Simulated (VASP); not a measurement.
**Al2Cu: single point with LDA**

The system is Al2Cu.

```
Al Cu
1.0
    -2.14501    2.14501    2.74060
     2.14501   -2.14501    2.74060
     2.14501    2.14501   -2.74060
Al Cu
2 1
Direct
  0.75000 0.25000 0.50000
  0.25000 0.75000 0.50000
  0.50000 0.50000 0.00000
```

```json
{"Program": "VASP 6.6.1", "Task": "single point", "Functional": "LDA", "Potentials or basis": "VASP PAW LDA potentials, release 64 (Al, Cu)", "Cutoff": "520 eV", "k mesh": "14 × 14 × 14", "Occupations": "gaussian, width 0.15 eV", "Spin": "no spin polarisation", "Dipole correction": "no", "Further INCAR settings": "ALGO = Fast; EDIFF = 1e-06; NBANDS = 16"}
```

```json
{"Pressure": "-7.8 GPa", "Band gap on the k mesh": "zero (an odd number of electrons rules out a gap without spin polarisation)"}
```

Stress tensor (GPa, compression positive):
```
-10.88   0.00   0.00
  0.00 -10.88   0.00
  0.00   0.00  -1.53
```

Levels at points of the mesh, in eV from the Fermi level:
```csv
k point,band 7,band 8,band 9,band 10,band 11,band 12
"(0.00, 0.00, 0.00)",2.05,2.70,2.70,3.16,3.16,3.40
"(0.50, 0.00, 0.00)",-3.71,0.26,0.93,2.32,2.59,4.16
"(0.50, 0.50, 0.00)",-3.58,-1.95,-1.23,0.50,1.84,8.57
"(0.50, 0.50, 0.50)",-3.40,-2.23,-2.23,-0.64,1.19,9.03
```

It took 6.6 min on 1 thread of Intel(R) Xeon(R) Platinum 8259CL CPU @ 2.50GHz (Skylake/Cascade Lake), on a shared host, peak memory 0.29 GiB.

Caveat: the stress differs along the axes, from -11 to -2 GPa.
